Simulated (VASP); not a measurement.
A run of VASP 6.6.1:

The input POSCAR:

```
MgO
1.0
    0.0000000000      2.1021086852      2.2124693912
    2.1021086852      0.0000000000      2.2124693912
    2.1021086852      2.1021086852      0.0000000000
Mg O
1 1
Direct
    0.0000000000      0.0000000000      0.0000000000
    0.5000000000      0.5000000000      0.5000000000
```

INCAR.step1

```
  PREC = Accurate
  ENCUT = 920
  ISMEAR = 0
  SIGMA = 0.05
  LREAL = F
  LASPH = T
  NELM = 120
  NBANDS = 15
  GGA = PE
  ALGO = Normal
  EDIFF = 1E-5
  LWAVE = T
  LCHARG = F
  GGA_COMPAT = F
```

Contents of INCAR.step2:

```
  PREC = Accurate
  ENCUT = 920
  EDIFF = 1E-6
  ISMEAR = 0
  SIGMA = 0.05
  LREAL = F
  LASPH = T
  NELM = 120
  ALGO = Normal
  ISIF = 2
  LWAVE = F
  LCHARG = F
  METAGGA = R2SCAN
  LMIXTAU = T
  NBANDS = 15
  ISTART = 1
  GGA_COMPAT = F
```

The input KPOINTS:

```
Automatic mesh
0
Gamma
  10 10 10
```

Potentials or basis: VASP PAW PBE potentials, release 64 (Mg_sv, O).

Launch:

```sh
$ cat potpaw_PBE.64/Mg_sv/POTCAR potpaw_PBE.64/O/POTCAR > POTCAR
$ cp INCAR.step1 INCAR
$ mpirun -np 1 vasp_std > vasp.out
$ cp INCAR.step2 INCAR
$ mpirun -np 1 vasp_std > vasp.out
```

Hardware: 1 thread of AMD EPYC 9R45 96-Core Processor (Zen 5), with other jobs on the host.

Task: How long does it take, and how much memory?

Result: Run time: 2.4 min on 1 thread of AMD EPYC 9R45 96-Core Processor (Zen 5) (shared host), peak memory 0.18 GiB. Counts: k points 102.
